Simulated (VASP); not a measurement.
# WSe2 (R3m) in VASP: single point with PBEsol

Aim: the single point of WSe2 with PBEsol.

All numbers are computed with VASP 6.6.1; they aren't measurements. Logs are shortened: lines on timing, memory, paths and dates and some standing lists are left out, and cuts for length are marked.

**1. The cell of the first run**

It takes space group R3m (No. 160, trigonal). Conventional cell: a = 3.302 Å, b = 3.302 Å, c = 19.739 Å, α = 90.00°, β = 90.00°, γ = 120.00°. W (site symmetry 3m) has 6 Se at 2.53 Å and 6 W at 3.30 Å within 3.4 Å. Se (site symmetry 3m) has 3 W at 2.53 Å and 7 Se at 3.30 to 3.33 Å within 3.4 Å. Within 3.4 Å of Se (site symmetry 3m) lie 3 W at 2.53 Å and 7 Se at 3.30 to 3.33 Å.

**2. Single point, PBEsol**

Input file INCAR:

```
SYSTEM = WSe2
ALGO     = Normal         ! electronic algorithm
EDIFF    = 1E-7           ! SCF threshold, eV
ENCUT    = 520            ! plane-wave cutoff, eV
GGA      = PS             ! functional
ISIF     = 2              ! what is computed and relaxed
ISMEAR   = 0              ! smearing method
LASPH    = .TRUE.         ! aspherical terms in the spheres
LCHARG   = .TRUE.         ! write CHGCAR
LELF     = .TRUE.         ! ELF
LREAL    = .FALSE.        ! projectors in reciprocal space
LVHAR    = .TRUE.       
LWAVE    = .FALSE.        ! write WAVECAR
NBANDS   = 20             ! bands
NELM     = 100            ! most SCF steps
PREC     = Accurate       ! precision mode
SIGMA    = 0.01           ! smearing width, eV
```

Input file KPOINTS:

```
k-points
0
G
  6 6 6
  0 0 0
```

Input file POSCAR:

```
WSe2
1.0
    1.6510739566      0.9532479933      6.5796479446
   -1.6510739566      0.9532479933      6.5796479446
    0.0000000000     -1.9064959866      6.5796479446
W Se
1 2
Direct
   -0.0000183143     -0.0000183143     -0.0000183143
    0.4176504316      0.4176504316      0.4176504316
    0.2490345494      0.2490345494      0.2490345494
```

Potentials or basis: VASP PAW PBE potentials, release 64 (W_sv, Se).

Command:

```
cat potpaw_PBE.64/W_sv/POTCAR potpaw_PBE.64/Se/POTCAR > POTCAR
mpirun -np 1 vasp_std > vasp.out
```

OUTCAR:

```text
SYSTEM = WSe2
   EDIFF = 1E-7
   ENCUT = 520
   GGA = PS
   ISIF = 2
   ISMEAR = 0
   LASPH = .TRUE.
   LREAL = .FALSE.
   NELM = 100
   PREC = Accurate

 ion  position               nearest neighbor table
   1  1.000  1.000  1.000-   3 2.53   3 2.53   3 2.53   2 2.53   2 2.53   2 2.53
   2  0.418  0.418  0.418-   1 2.53   1 2.53   1 2.53
   3  0.249  0.249  0.249-   1 2.53   1 2.53   1 2.53

  LATTYP: Found a trigonal (rhomboedric) cell.
 ALAT       =     6.8502915282
 COS(alpha) =     0.8838163700

  Lattice vectors:

 A1 = (   1.6510739566,   0.9532479933,   6.5796479446)
 A2 = (  -1.6510739566,   0.9532479933,   6.5796479446)
 A3 = (   0.0000000000,  -1.9064959866,   6.5796479446)

Analysis of symmetry for initial positions (statically):
=====================================================================
 Subroutine PRICEL returns:
 Original cell was already a primitive cell.

 Routine SETGRP: Setting up the symmetry group for a
 trigonal (rhombohedral) supercell.

 Subroutine GETGRP returns: Found  6 space group operations
 (whereof  6 operations were pure point group operations)
 out of a pool of 12 trial point group operations.

The static configuration has the point symmetry C_3v.

Analysis of symmetry for dynamics (positions and initial velocities):
=====================================================================
 Subroutine PRICEL returns:
 Original cell was already a primitive cell.

 Routine SETGRP: Setting up the symmetry group for a
 trigonal (rhombohedral) supercell.

 Subroutine GETGRP returns: Found  6 space group operations
 (whereof  6 operations were pure point group operations)
 out of a pool of 12 trial point group operations.

The dynamic configuration has the point symmetry C_3v.

 Subroutine INISYM returns: Found  6 space group operations
 (whereof  6 operations are pure point group operations),
 and found     1 'primitive' translations

----------------------------------------------------------------------------------------

                                     Primitive cell

  volume of cell :      62.1336

  direct lattice vectors                    reciprocal lattice vectors
     1.651073957  0.953247993  6.579647945     0.302833194  0.174840826  0.050661272
    -1.651073957  0.953247993  6.579647945    -0.302833194  0.174840826  0.050661272
     0.000000000 -1.906495987  6.579647945     0.000000000 -0.349681652  0.050661272

  length of vectors
     6.850291528  6.850291528  6.850291528     0.353332453  0.353332453  0.353332453

  position of ions in fractional coordinates (direct lattice)
     0.999981686  0.999981686  0.999981686
     0.417650432  0.417650432  0.417650432
     0.249034549  0.249034549  0.249034549

  ion indices of the primitive-cell ions
   primitive index   ion index
                 1           1
                 2           2
                 3           3

----------------------------------------------------------------------------------------

 KPOINTS: k-points

Automatic generation of k-mesh.
 Grid dimensions read from file:
 generate k-points for:    6    6    6

 Generating k-lattice:

  Cartesian coordinates                     Fractional coordinates (reciprocal lattice)
     0.050472199  0.029140138  0.008443545     0.166666667  0.000000000 -0.000000000
    -0.050472199  0.029140138  0.008443545     0.000000000  0.166666667 -0.000000000
     0.000000000 -0.058280275  0.008443545    -0.000000000 -0.000000000  0.166666667

  Length of vectors
     0.058888742  0.058888742  0.058888742

  Shift w.r.t. Gamma in fractional coordinates (k-lattice)
     0.000000000  0.000000000  0.000000000

 Subroutine IBZKPT returns following result:
 ===========================================

 Found     32 irreducible k-points:

 Following reciprocal coordinates:
            Coordinates               Weight
  0.000000  0.000000  0.000000      1.000000
  0.166667  0.000000 -0.000000      6.000000
  0.333333  0.000000 -0.000000      6.000000
  0.500000  0.000000 -0.000000      3.000000
  0.166667  0.166667 -0.000000      6.000000
  0.333333  0.166667 -0.000000     12.000000
[... 16 lines left out ...]
  0.500000  0.500000  0.166667      6.000000
 -0.333333  0.500000  0.166667     12.000000
 [... further k-points ...]
   k-points           NKPTS =     32   k-points in BZ     NKDIM =     32   number of bands    NBANDS=     20
   number of dos      NEDOS =    301   number of ions     NIONS =      3
   total plane-waves  NPLWV = 157464
   dimension x,y,z NGX =    54 NGY =   54 NGZ =   54
   dimension x,y,z NGXF=   108 NGYF=  108 NGZF=  108
   ions per type =               1   2
   NGX,Y,Z   is equivalent  to a cutoff of  13.10, 13.10, 13.10 a.u.
   NGXF,Y,Z  is equivalent  to a cutoff of  26.21, 26.21, 26.21 a.u.
 SYSTEM =  WSe2
   PREC   = accura    normal or accurate (medium, high low for compatibility)
   ISTART =      0    job   : 0-new  1-cont  2-samecut
   ICHARG =      2    charge: 1-file 2-atom 10-const
   ISPIN  =      1    spin polarized calculation?
   LNONCOLLINEAR =      F non collinear calculations
   LSORBIT =      F    spin-orbit coupling
   LASPH  =      T    aspherical Exc in radial PAW
   ENCUT  =  520.0 eV  38.22 Ry    6.18 a.u.  12.74 12.74 12.74*2*pi/ulx,y,z
   NELM   =    100;   NELMIN=  2; NELMDL= -5     # of ELM steps
   EDIFF  = 0.1E-06   stopping-criterion for ELM
   LREAL  =      F    real-space projection
   EDIFFG = 0.1E-05   stopping-criterion for IOM
   NSW    =      0    number of steps for IOM
   IBRION =     -1    ionic relax: 0-MD 1-quasi-New 2-CG
   NFREE  =      0    steps in history (QN), initial steepest desc. (CG)
   ISIF   =      2    stress and relaxation
   ISYM   =      2    0-nonsym 1-usesym 2-fastsym
   POTIM  = 0.5000    time-step for ionic-motion
   TEBEG  =    0.0;   TEEND  =   0.0 temperature during run
   PSTRESS=    0.0 pullay stress
   NELECT =      26.0000    total number of electrons
   NUPDOWN=      -1.0000    fix difference up-down
   EMIN   =  10.00;   EMAX   =-10.00  energy-range for DOS
   EFERMI =   0.00;   METHOD = LEGACY
   ISMEAR =     0;   SIGMA  =   0.01  broadening in eV -4-tet -1-fermi 0-gaus
   EFERMI_NEDOS =   21; number of points for ismear=-14 and -15
   IALGO  =     38    algorithm
   IMIX   =      4    mixing-type and parameters
     AMIX     =   0.40;   BMIX     =  1.00
     AMIX_MAG =   1.60;   BMIX_MAG =  1.00
  volume/ion in A,a.u.               =      20.71       139.77
  Fermi-wavevector in a.u.,A,eV,Ry     =   1.224495  2.313961 20.400427  1.499389
  Thomas-Fermi vector in A             =   2.359568
   LORBIT       =      0    0 simple, 1 ext, 2 COOP (PROOUT), +10 PAW based schemes
   GGA     = PS    functional components
   LHFCALC =     F    Hartree Fock is set to
   AEXX    =    0.0000 exact exchange contribution
   IVDW    =     0    specifies the selected vdW correction
   LEPSILON=     F    determine dielectric tensor
   LRPA    =     F    only Hartree local field effects (RPA)
 non-spin polarized calculation
 Gauss-broadening in eV      SIGMA  =   0.01
  energy-cutoff  :      520.00
  volume of cell :       62.13
 maximum number of plane-waves:      1690
 NGX is ok and might be reduce to    54
   NGX = 25   NGY = 25   NGZ = 25

 number of electron      26.0000000 magnetization

 Free energy of the ion-electron system (eV)
  ---------------------------------------------------
  ext. energy  EPLUGINS =         0.00000000
  ---------------------------------------------------
  free energy    TOTEN  =       -23.26235066 eV

  energy without entropy =      -23.26235066  energy(sigma->0) =      -23.26235066

 E-fermi :   6.0370     XC(G=0): -10.7636

 val. band max:        5.8922846783   @ k =   0.5000   0.5000   0.5000
 cond. band min:       6.9390457986   @ k =  -0.1667   0.1667   0.0000
 fundamental gap:      1.0467611203
 Fermi energy:         6.0369814582

 k-point     1 :       0.0000    0.0000    0.0000
  band No.  band energies     occupation
      1     -68.4031      2.00000
      2     -32.6504      2.00000
      3     -32.5247      2.00000
      4     -32.5247      2.00000
      5      -9.3471      2.00000
      6      -7.7797      2.00000
[... 12 lines left out ...]
     19      13.4868      0.00000
     20      13.8674      0.00000

 k-point     2 :       0.1667    0.0000   -0.0000
  band No.  band energies     occupation
      1     -68.4007      2.00000
      2     -32.6394      2.00000
      3     -32.5818      2.00000
      4     -32.5381      2.00000
      5      -8.9378      2.00000
      6      -7.6066      2.00000
[... 12 lines left out ...]
     19      14.2803      0.00000
     20      14.7489      0.00000

 k-point     3 :       0.3333    0.0000   -0.0000
  band No.  band energies     occupation
      1     -68.3958      2.00000
      2     -32.6943      2.00000
      3     -32.6175      2.00000
      4     -32.5648      2.00000
      5      -7.9493      2.00000
      6      -7.2018      2.00000
[... 12 lines left out ...]
     19      12.7721      0.00000
     20      13.3063      0.00000

 k-point     4 :       0.5000    0.0000   -0.0000
  band No.  band energies     occupation
      1     -68.3933      2.00000
      2     -32.7497      2.00000
      3     -32.6064      2.00000
      4     -32.5781      2.00000
      5      -7.2983      2.00000
      6      -6.9630      2.00000
[... 12 lines left out ...]
     19      12.1005      0.00000
     20      12.7485      0.00000

 k-point     5 :       0.1667    0.1667   -0.0000
  band No.  band energies     occupation
      1     -68.4007      2.00000
      2     -32.6394      2.00000
      3     -32.5818      2.00000
      4     -32.5381      2.00000
      5      -8.9237      2.00000
      6      -7.6312      2.00000
[... 12 lines left out ...]
     19      14.2521      0.00000
     20      14.6457      0.00000
[... 353 lines left out ...]
      6      -7.0291      2.00000
[... 12 lines left out ...]
     19      13.7097      0.00000
     20      14.2804      0.00000

 k-point    22 :      -0.1667    0.3333    0.1667
  band No.  band energies     occupation
      1     -68.3933      2.00000
      2     -32.7216      2.00000
      3     -32.6069      2.00000
      4     -32.6064      2.00000
      5      -7.3228      2.00000
      6      -6.9655      2.00000
[... 12 lines left out ...]
     19      13.3654      0.00000
     20      14.1042      0.00000

 k-point    23 :       0.5000    0.5000    0.1667
  band No.  band energies     occupation
      1     -68.3958      2.00000
      2     -32.6943      2.00000
      3     -32.6175      2.00000
      4     -32.5648      2.00000
      5      -7.8212      2.00000
      6      -7.3668      2.00000
[... 12 lines left out ...]
     19      13.0093      0.00000
     20      14.1438      0.00000

 k-point    24 :      -0.3333    0.5000    0.1667
  band No.  band energies     occupation
      1     -68.3933      2.00000
      2     -32.7216      2.00000
      3     -32.6069      2.00000
      4     -32.6065      2.00000
      5      -7.2370      2.00000
      6      -7.0605      2.00000
[... 12 lines left out ...]
     19      13.1700      0.00000
     20      14.0414      0.00000

 [... further k-points ...]

------------------------ aborting loop because EDIFF is reached ----------------------------------------

  FORCE on cell =-STRESS in cart. coord.  units (eV):
  Direction    XX          YY          ZZ          XY          YZ          ZX
  --------------------------------------------------------------------------------------
  -------------------------------------------------------------------------------------
  Total       -0.6590355     -0.6590355      0.0888929      0.0000000      0.0000000      0.0000000
  in kB      -16.9938998    -16.9938998      2.2921946      0.0000000      0.0000000      0.0000000
  external PRESSURE =     -10.5652017 kB  Pullay stress =       0.0000000 kB

 VOLUME and BASIS-vectors are now :
 -----------------------------------------------------------------------------
  energy-cutoff  :      520.00
  volume of cell :       62.13
      direct lattice vectors                 reciprocal lattice vectors
     1.651073957  0.953247993  6.579647945     0.302833194  0.174840826  0.050661272
    -1.651073957  0.953247993  6.579647945    -0.302833194  0.174840826  0.050661272
     0.000000000 -1.906495987  6.579647945     0.000000000 -0.349681652  0.050661272

 POSITION                                       TOTAL-FORCE (eV/Angst)
 -----------------------------------------------------------------------------------
      0.00000      0.00000     19.73858         0.000000      0.000000      0.001480
      0.00000      0.00000      8.24398         0.000000     -0.000000      0.019319
      0.00000      0.00000      4.91568         0.000000     -0.000000     -0.020799
 -----------------------------------------------------------------------------------
    total drift:                                0.000000      0.000000     -0.000124

  FREE ENERGIE OF THE ION-ELECTRON SYSTEM (eV)
  ---------------------------------------------------
  free  energy   TOTEN  =       -23.2623506641 eV

  energy  without entropy=      -23.2623506641  energy(sigma->0) =      -23.26235066
```

Wall time 2.1 min (1 thread of Intel Xeon Platinum 8559C (Emerald Rapids), shared host); peak memory 0.39 GiB.

What came out:

| Quantity | Value |
| --- | --- |
| Free energy | -23.2624 eV |
| Pressure | -1.1 GPa |
| Largest force | 0.021 eV/Å |
| Band gap on the k mesh | 1.05 eV (least direct gap 1.57 eV) |

Forces on the atoms (eV/Å):
```
W    0.000  0.000  0.001
Se   0.000  0.000  0.019
Se   0.000  0.000 -0.021
```

Levels at points of the mesh, in eV from the valence-band top:
```
           k point  band 9  band 10  band 11  band 12  band 13  band 14  band 15  band 16  band 17  band 18
(0.00, 0.00, 0.00)   -2.71    -1.59    -1.59    -1.16    -1.06     2.59     2.59     2.92     2.92     4.32
(0.50, 0.00, 0.00)   -4.69    -3.39    -2.19    -1.41    -1.17     2.10     2.32     3.43     3.90     4.20
(0.50, 0.50, 0.00)   -4.38    -3.31    -2.74    -1.36    -1.25     2.07     2.49     3.09     4.37     4.56
(0.50, 0.50, 0.50)   -2.73    -2.73    -1.56    -1.56     0.00     2.69     2.69     2.79     2.79     5.00
```

Caveat: the PAW data sets were made with another functional, which shifts forces and pressure a little; spin-orbit coupling is left out, which moves the levels of the heavy elements. A k mesh can miss the band edges.
